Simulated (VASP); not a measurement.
Here is a VASP 6.6.1 calculation.

INCAR

```
PREC = Accurate ; ENCUT = 520
EDIFF = 1E-6 ; ISMEAR = -1
SIGMA = 0.06122561905347299 ; LREAL = False
LASPH = True ; NELM = 100
ALGO = Normal ; ISIF = 2
LWAVE = False ; LCHARG = False
GGA = PE ; NBANDS = 12
```

KPOINTS

```
Automatic mesh
0
Gamma
  18 18 18
```

POSCAR

```
Cu
1.0
    0.0000000000      1.8271539756      1.8271539756
    1.8271539756      0.0000000000      1.8271539756
    1.8271539756      1.8271539756      0.0000000000
Cu
1
Direct
    0.0000000000      0.0000000000      0.0000000000
```

Potentials or basis: VASP PAW PBE potentials, release 64 (Cu).

Command:

```bash
$ cat potpaw_PBE.64/Cu/POTCAR > POTCAR
$ mpirun -np 1 vasp_std > vasp.out
```

(1) Predict the band gap on the k mesh.

(2) Estimate the pressure.

Answers

(1) zero (an odd number of electrons rules out a gap without spin polarisation).

(2) -2.0 GPa.
